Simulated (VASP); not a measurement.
# TiAl3 (I4/mmm) in VASP: further runs

Runs on TiAl3. Level: PBEsol. Tasks: single point.

Everything below comes from runs of VASP 6.6.1. Logs are shortened: lines on timing, memory, paths and dates and some standing lists are left out, and cuts for length are marked.

### Step 1. The cell of the first run

The structure is tetragonal, space group I4/mmm (No. 139). The conventional cell has a = 3.815 Å, b = 3.815 Å, c = 8.553 Å, α = 90.00°, β = 90.00°, γ = 90.00°. Within 3.6 Å of Ti (site symmetry 4/mmm) lie 12 Al at 2.70 to 2.87 Å. Al (site symmetry 4/mmm) has 4 Ti at 2.70 Å and 8 Al at 2.87 Å within 3.6 Å. Al (site symmetry -4m2) has 8 Al at 2.70 to 2.87 Å and 4 Ti at 2.87 Å within 3.6 Å.

### Step 2. Single point, PBEsol

Contents of INCAR:

```
SYSTEM = TiAl3
PREC = Accurate
ENCUT = 520
EDIFF = 1E-6
ISMEAR = 0
SIGMA = 0.15
LREAL = .False.
LASPH = .True.
NELM = 80
ALGO = Fast
ISIF = 2
LWAVE = .False.
LCHARG = .False.
GGA = PS
NBANDS = 18
```

Contents of KPOINTS:

```
regular mesh
0
Gamma
  14 14 14
  0 0 0
```

Contents of POSCAR:

```
TiAl3
1.0
   -1.9075708801      1.9075708801      4.2765669297
    1.9075708801     -1.9075708801      4.2765669297
    1.9075708801      1.9075708801     -4.2765669297
Ti Al
1 3
Direct
    0.0000000000      0.0000000000      0.0000000000
    0.5000000000      0.5000000000      0.0000000000
    0.7500000000      0.2500000000      0.5000000000
    0.2500000000      0.7500000000      0.5000000000
```

Potentials or basis: VASP PAW PBE potentials, release 64 (Ti_sv, Al).

Launch:

```sh
$ cat potpaw_PBE.64/Ti_sv/POTCAR potpaw_PBE.64/Al/POTCAR > POTCAR
$ mpirun -np 1 vasp_std > vasp.out
```

OUTCAR:

```text
SYSTEM = TiAl3
   PREC = Accurate
   ENCUT = 520
   EDIFF = 1E-6
   ISMEAR = 0
   LREAL = .False.
   LASPH = .True.
   NELM = 80
   ISIF = 2
   GGA = PS

 ion  position               nearest neighbor table
   1  0.000  0.000  0.000-   2 2.70   2 2.70   2 2.70   2 2.70   4 2.87   3 2.87   4 2.87   4 2.87
                             3 2.87   3 2.87   4 2.87   3 2.87
   2  0.500  0.500  0.000-   1 2.70   1 2.70   1 2.70   1 2.70   4 2.87   3 2.87   4 2.87   3 2.87
                             4 2.87   4 2.87   3 2.87   3 2.87
   3  0.750  0.250  0.500-   4 2.70   4 2.70   4 2.70   4 2.70   2 2.87   1 2.87   2 2.87   1 2.87
                             2 2.87   2 2.87   1 2.87   1 2.87
   4  0.250  0.750  0.500-   3 2.70   3 2.70   3 2.70   3 2.70   2 2.87   1 2.87   2 2.87   2 2.87
                             1 2.87   1 2.87   2 2.87   1 2.87

  LATTYP: Found a body centered tetragonal cell.
 ALAT       =     3.8151417602
 C/A-ratio  =     2.2418914937

  Lattice vectors:

 A1 = (  -1.9075708801,   1.9075708801,   4.2765669297)
 A2 = (   1.9075708801,  -1.9075708801,   4.2765669297)
 A3 = (   1.9075708801,   1.9075708801,  -4.2765669297)

Analysis of symmetry for initial positions (statically):
=====================================================================
 Subroutine PRICEL returns:
 Original cell was already a primitive cell.

 Routine SETGRP: Setting up the symmetry group for a
 body centered tetragonal supercell.

 Subroutine GETGRP returns: Found 16 space group operations
 (whereof 16 operations were pure point group operations)
 out of a pool of 16 trial point group operations.

The static configuration has the point symmetry D_4h.

Analysis of symmetry for dynamics (positions and initial velocities):
=====================================================================
 Subroutine PRICEL returns:
 Original cell was already a primitive cell.

 Routine SETGRP: Setting up the symmetry group for a
 body centered tetragonal supercell.

 Subroutine GETGRP returns: Found 16 space group operations
 (whereof 16 operations were pure point group operations)
 out of a pool of 16 trial point group operations.

The dynamic configuration has the point symmetry D_4h.

 Subroutine INISYM returns: Found 16 space group operations
 (whereof 16 operations are pure point group operations),
 and found     1 'primitive' translations

----------------------------------------------------------------------------------------

                                     Primitive cell

  volume of cell :      62.2467

  direct lattice vectors                    reciprocal lattice vectors
    -1.907570880  1.907570880  4.276566930     0.000000000  0.262113458  0.116916211
     1.907570880 -1.907570880  4.276566930     0.262113458  0.000000000  0.116916211
     1.907570880  1.907570880 -4.276566930     0.262113458  0.262113458  0.000000000

  length of vectors
     5.056350268  5.056350268  5.056350268     0.287006734  0.287006734  0.370684407

  position of ions in fractional coordinates (direct lattice)
     0.000000000  0.000000000  0.000000000
     0.500000000  0.500000000  0.000000000
     0.750000000  0.250000000  0.500000000
     0.250000000  0.750000000  0.500000000

  ion indices of the primitive-cell ions
   primitive index   ion index
                 1           1
                 2           2
                 3           3
                 4           4

----------------------------------------------------------------------------------------

 KPOINTS: regular mesh

Automatic generation of k-mesh.
 Grid dimensions read from file:
 generate k-points for:   14   14   14

 Generating k-lattice:

  Cartesian coordinates                     Fractional coordinates (reciprocal lattice)
     0.000000000  0.018722390  0.008351158     0.071428571  0.000000000  0.000000000
     0.018722390  0.000000000  0.008351158     0.000000000  0.071428571  0.000000000
     0.018722390  0.018722390  0.000000000     0.000000000  0.000000000  0.071428571

  Length of vectors
     0.020500481  0.020500481  0.026477458

  Shift w.r.t. Gamma in fractional coordinates (k-lattice)
     0.000000000  0.000000000  0.000000000

 Subroutine IBZKPT returns following result:
 ===========================================

 Found    244 irreducible k-points:

 Following reciprocal coordinates:
            Coordinates               Weight
  0.000000  0.000000  0.000000      1.000000
  0.071429  0.000000 -0.000000      8.000000
  0.142857 -0.000000  0.000000      8.000000
  0.214286 -0.000000  0.000000      8.000000
  0.285714 -0.000000  0.000000      8.000000
  0.357143  0.000000  0.000000      8.000000
[... 16 lines left out ...]
  0.214286  0.142857  0.000000     16.000000
  0.285714  0.142857  0.000000     16.000000
 [... further k-points ...]
   k-points           NKPTS =    244   k-points in BZ     NKDIM =    244   number of bands    NBANDS=     18
   number of dos      NEDOS =    301   number of ions     NIONS =      4
   total plane-waves  NPLWV =  64000
   dimension x,y,z NGX =    40 NGY =   40 NGZ =   40
   dimension x,y,z NGXF=    80 NGYF=   80 NGZF=   80
   ions per type =               1   3
   NGX,Y,Z   is equivalent  to a cutoff of  13.15, 13.15, 13.15 a.u.
   NGXF,Y,Z  is equivalent  to a cutoff of  26.30, 26.30, 26.30 a.u.
 SYSTEM =  TiAl3
   PREC   = accura    normal or accurate (medium, high low for compatibility)
   ISTART =      0    job   : 0-new  1-cont  2-samecut
   ICHARG =      2    charge: 1-file 2-atom 10-const
   ISPIN  =      1    spin polarized calculation?
   LNONCOLLINEAR =      F non collinear calculations
   LSORBIT =      F    spin-orbit coupling
   LASPH  =      T    aspherical Exc in radial PAW
   ENCUT  =  520.0 eV  38.22 Ry    6.18 a.u.   9.40  9.40  9.40*2*pi/ulx,y,z
   NELM   =     80;   NELMIN=  2; NELMDL= -5     # of ELM steps
   EDIFF  = 0.1E-05   stopping-criterion for ELM
   LREAL  =      F    real-space projection
   EDIFFG = 0.1E-04   stopping-criterion for IOM
   NSW    =      0    number of steps for IOM
   IBRION =     -1    ionic relax: 0-MD 1-quasi-New 2-CG
   NFREE  =      0    steps in history (QN), initial steepest desc. (CG)
   ISIF   =      2    stress and relaxation
   ISYM   =      2    0-nonsym 1-usesym 2-fastsym
   POTIM  = 0.5000    time-step for ionic-motion
   TEBEG  =    0.0;   TEEND  =   0.0 temperature during run
   PSTRESS=    0.0 pullay stress
   NELECT =      21.0000    total number of electrons
   NUPDOWN=      -1.0000    fix difference up-down
   EMIN   =  10.00;   EMAX   =-10.00  energy-range for DOS
   EFERMI =   0.00;   METHOD = LEGACY
   ISMEAR =     0;   SIGMA  =   0.15  broadening in eV -4-tet -1-fermi 0-gaus
   EFERMI_NEDOS =   21; number of points for ismear=-14 and -15
   IALGO  =     68    algorithm
   IMIX   =      4    mixing-type and parameters
     AMIX     =   0.40;   BMIX     =  1.00
     AMIX_MAG =   1.60;   BMIX_MAG =  1.00
  volume/ion in A,a.u.               =      15.56       105.02
  Fermi-wavevector in a.u.,A,eV,Ry     =   1.139661  2.153647 17.671619  1.298827
  Thomas-Fermi vector in A             =   2.276364
   LORBIT       =      0    0 simple, 1 ext, 2 COOP (PROOUT), +10 PAW based schemes
   GGA     = PS    functional components
   LHFCALC =     F    Hartree Fock is set to
   AEXX    =    0.0000 exact exchange contribution
   IVDW    =     0    specifies the selected vdW correction
   LEPSILON=     F    determine dielectric tensor
   LRPA    =     F    only Hartree local field effects (RPA)
 non-spin polarized calculation
 RMM-DIIS sequential band-by-band and
 Gauss-broadening in eV      SIGMA  =   0.15
  energy-cutoff  :      520.00
  volume of cell :       62.25
 maximum number of plane-waves:      1696
 NGX is ok and might be reduce to    40
   NGX = 19   NGY = 19   NGZ = 19

 number of electron      20.9999999 magnetization

 Free energy of the ion-electron system (eV)
  ---------------------------------------------------
  ext. energy  EPLUGINS =         0.00000000
  ---------------------------------------------------
  free energy    TOTEN  =       -22.23755154 eV

  energy without entropy =      -22.21798415  energy(sigma->0) =      -22.22776784

 E-fermi :   8.3389     XC(G=0): -10.8966

 val. band max:        8.3360317589   @ k =  -0.2857   0.5000   0.2857
 cond. band min:       8.3424406639   @ k =  -0.1429   0.2857   0.1429
 fundamental gap:      0.0064089050
 Fermi energy:         8.3388914594

 k-point     1 :       0.0000    0.0000    0.0000
  band No.  band energies     occupation
      1     -47.8539      2.00000
      2     -24.2756      2.00000
      3     -24.2756      2.00000
      4     -24.1962      2.00000
      5      -1.8059      2.00000
      6       5.4600      2.00000
[... 10 lines left out ...]
     17      12.1995      0.00000
     18      12.1997      0.00000

 k-point     2 :       0.0714    0.0000   -0.0000
  band No.  band energies     occupation
      1     -47.8538      2.00000
      2     -24.2771      2.00000
      3     -24.2755      2.00000
      4     -24.1962      2.00000
      5      -1.7417      2.00000
      6       5.1471      2.00000
[... 10 lines left out ...]
     17      12.2176      0.00000
     18      12.5866      0.00000

 k-point     3 :       0.1429   -0.0000    0.0000
  band No.  band energies     occupation
      1     -47.8536      2.00000
      2     -24.2812      2.00000
      3     -24.2752      2.00000
      4     -24.1960      2.00000
      5      -1.5501      2.00000
      6       4.7620      2.00000
[... 10 lines left out ...]
     17      12.3094      0.00000
     18      13.4173      0.00000

 k-point     4 :       0.2143   -0.0000    0.0000
  band No.  band energies     occupation
      1     -47.8534      2.00000
      2     -24.2871      2.00000
      3     -24.2749      2.00000
      4     -24.1957      2.00000
      5      -1.2340      2.00000
      6       4.3204      2.00000
[... 10 lines left out ...]
     17      12.5961      0.00000
     18      14.1060      0.00000

 k-point     5 :       0.2857   -0.0000    0.0000
  band No.  band energies     occupation
      1     -47.8530      2.00000
      2     -24.2936      2.00000
      3     -24.2744      2.00000
      4     -24.1954      2.00000
      5      -0.7985      2.00000
      6       3.6720      2.00000
[... 10 lines left out ...]
     17      13.1209      0.00000
     18      13.8814      0.00000

 k-point     6 :       0.3571    0.0000    0.0000
  band No.  band energies     occupation
      1     -47.8527      2.00000
      2     -24.2995      2.00000
      3     -24.2740      2.00000
      4     -24.1951      2.00000
      5      -0.2512      2.00000
      6       2.8489      2.00000
[... 10 lines left out ...]
     17      13.1939      0.00000
     18      14.0044      0.00000

 k-point     7 :       0.4286   -0.0000    0.0000
  band No.  band energies     occupation
      1     -47.8526      2.00000
      2     -24.3036      2.00000
      3     -24.2738      2.00000
      4     -24.1949      2.00000
      5       0.3940      2.00000
      6       1.9993      2.00000
[... 10 lines left out ...]
     17      12.9617      0.00000
     18      14.3833      0.00000

 k-point     8 :       0.5000   -0.0000    0.0000
  band No.  band energies     occupation
      1     -47.8525      2.00000
      2     -24.3051      2.00000
      3     -24.2737      2.00000
      4     -24.1949      2.00000
      5       0.9837      2.00000
      6       1.3366      2.00000
[... 10 lines left out ...]
     17      12.9339      0.00000
     18      14.0621      0.00000
[... 229 lines left out ...]
     17      12.7342      0.00000
     18      13.7610      0.00000

 k-point    20 :      -0.1429    0.0714    0.0000
  band No.  band energies     occupation
      1     -47.8536      2.00000
      2     -24.2811      2.00000
      3     -24.2767      2.00000
      4     -24.1958      2.00000
      5      -1.5282      2.00000
      6       5.1725      2.00000
[... 10 lines left out ...]
     17      12.5525      0.00000
     18      13.4855      0.00000

 k-point    21 :      -0.0714    0.0714    0.0000
  band No.  band energies     occupation
      1     -47.8538      2.00000
      2     -24.2771      2.00000
      3     -24.2768      2.00000
      4     -24.1960      2.00000
      5      -1.6987      2.00000
      6       5.5508      2.00000
[... 10 lines left out ...]
     17      12.3980      0.00000
     18      12.6999      0.00000

 k-point    22 :       0.1429    0.1429    0.0000
  band No.  band energies     occupation
      1     -47.8534      2.00000
      2     -24.2811      2.00000
      3     -24.2804      2.00000
      4     -24.1959      2.00000
      5      -1.2156      2.00000
      6       4.0961      2.00000
[... 10 lines left out ...]
     17      13.3336      0.00000
     18      13.4541      0.00000

 k-point    23 :       0.2143    0.1429    0.0000
  band No.  band energies     occupation
      1     -47.8531      2.00000
      2     -24.2866      2.00000
      3     -24.2803      2.00000
      4     -24.1956      2.00000
      5      -0.8649      2.00000
      6       3.8203      2.00000
[... 10 lines left out ...]
     17      13.0391      0.00000
     18      14.0282      0.00000

 k-point    24 :       0.2857    0.1429    0.0000
  band No.  band energies     occupation
      1     -47.8528      2.00000
      2     -24.2931      2.00000
      3     -24.2798      2.00000
      4     -24.1953      2.00000
      5      -0.3994      2.00000
      6       3.4261      2.00000
[... 10 lines left out ...]
     17      13.1715      0.00000
     18      14.2618      0.00000

 [... further k-points ...]

------------------------ aborting loop because EDIFF is reached ----------------------------------------

  FORCE on cell =-STRESS in cart. coord.  units (eV):
  Direction    XX          YY          ZZ          XY          YZ          ZX
  --------------------------------------------------------------------------------------
  -------------------------------------------------------------------------------------
  Total        0.0670578      0.0670578      0.0141078      0.0000000      0.0000000      0.0000000
  in kB        1.7260103      1.7260103      0.3631218      0.0000000      0.0000000      0.0000000
  external PRESSURE =       1.2717142 kB  Pullay stress =       0.0000000 kB

 VOLUME and BASIS-vectors are now :
 -----------------------------------------------------------------------------
  energy-cutoff  :      520.00
  volume of cell :       62.25
      direct lattice vectors                 reciprocal lattice vectors
    -1.907570880  1.907570880  4.276566930     0.000000000  0.262113458  0.116916211
     1.907570880 -1.907570880  4.276566930     0.262113458  0.000000000  0.116916211
     1.907570880  1.907570880 -4.276566930     0.262113458  0.262113458  0.000000000

 POSITION                                       TOTAL-FORCE (eV/Angst)
 -----------------------------------------------------------------------------------
      0.00000      0.00000      0.00000         0.000000     -0.000000     -0.000000
      0.00000      0.00000      4.27657         0.000000     -0.000000     -0.000000
     -0.00000      1.90757      2.13828        -0.000000      0.000000     -0.000000
      1.90757     -0.00000      2.13828         0.000000     -0.000000      0.000000
 -----------------------------------------------------------------------------------
    total drift:                               -0.000000     -0.000000     -0.000000

  FREE ENERGIE OF THE ION-ELECTRON SYSTEM (eV)
  ---------------------------------------------------
  free  energy   TOTEN  =       -22.2375515404 eV

  energy  without entropy=      -22.2179841485  energy(sigma->0) =      -22.22776784
```

It took 20 min on 1 thread of Intel Xeon Platinum 8259CL at 2.50GHz (Skylake/Cascade Lake), shared host; peak memory 0.43 GiB.

Results:

- Free energy: -22.2376 eV
- Pressure: 0.1 GPa
- Band gap on the k mesh: zero (an odd number of electrons rules out a gap without spin polarisation)

Caveat: the PAW data sets were made with another functional, which shifts forces and pressure a little.

### Step 3. Single point, PBEsol

Contents of INCAR:

```
SYSTEM = TiAl3
ALGO     = Fast           ! electronic algorithm
EDIFF    = 1E-6           ! SCF threshold, eV
ENCUT    = 520            ! plane-wave cutoff, eV
GGA      = PS             ! functional
ISIF     = 2              ! what is computed and relaxed
ISMEAR   = 0              ! smearing method
LASPH    = .TRUE.         ! aspherical terms in the spheres
LCHARG   = .TRUE.         ! write CHGCAR
LELF     = .TRUE.         ! ELF
LREAL    = .FALSE.        ! projectors in reciprocal space
LVHAR    = .TRUE.       
LWAVE    = .FALSE.        ! write WAVECAR
NBANDS   = 18             ! bands
NELM     = 100            ! most SCF steps
PREC     = Accurate       ! precision mode
SIGMA    = 0.1            ! smearing width, eV
```

Contents of KPOINTS:

```
k-points
0
G
  16 16 16
  0 0 0
```

POSCAR is that of step 2.

Potentials or basis: VASP PAW PBE potentials, release 64 (Ti_sv, Al).

Launch:

```sh
$ cat potpaw_PBE.64/Ti_sv/POTCAR potpaw_PBE.64/Al/POTCAR > POTCAR
$ mpirun -np 1 vasp_std > vasp.out
```

It took 24 min on 1 thread of Intel Xeon Platinum 8259CL at 2.50GHz (Skylake/Cascade Lake), shared host; peak memory 0.53 GiB.

Results (log left out):

* Free energy: -22.2324 eV
* Pressure: 0.1 GPa
* Band gap on the k mesh: zero (an odd number of electrons rules out a gap without spin polarisation)

Levels at points of the mesh, in eV from the Fermi level:
| k point | band 7 | band 8 | band 9 | band 10 | band 11 | band 12 | band 13 | band 14 | band 15 | band 16 |
| --- | --- | --- | --- | --- | --- | --- | --- | --- | --- | --- |
| (0.00, 0.00, 0.00) | -2.64 | -1.44 | -1.24 | -1.24 | 0.84 | 1.77 | 1.77 | 2.23 | 2.52 | 3.85 |
| (0.50, 0.00, 0.00) | -3.64 | -2.95 | -1.06 | -0.28 | 0.51 | 1.82 | 2.11 | 2.74 | 3.18 | 4.55 |
| (0.50, 0.50, 0.00) | -4.39 | -3.78 | -2.71 | -2.22 | -1.00 | 1.78 | 1.96 | 2.70 | 2.86 | 3.24 |
| (0.50, 0.50, 0.50) | -2.02 | -0.91 | -0.91 | -0.25 | 0.70 | 0.70 | 0.97 | 3.07 | 4.82 | 6.15 |

Caveat: the PAW data sets were made with another functional, which shifts forces and pressure a little.
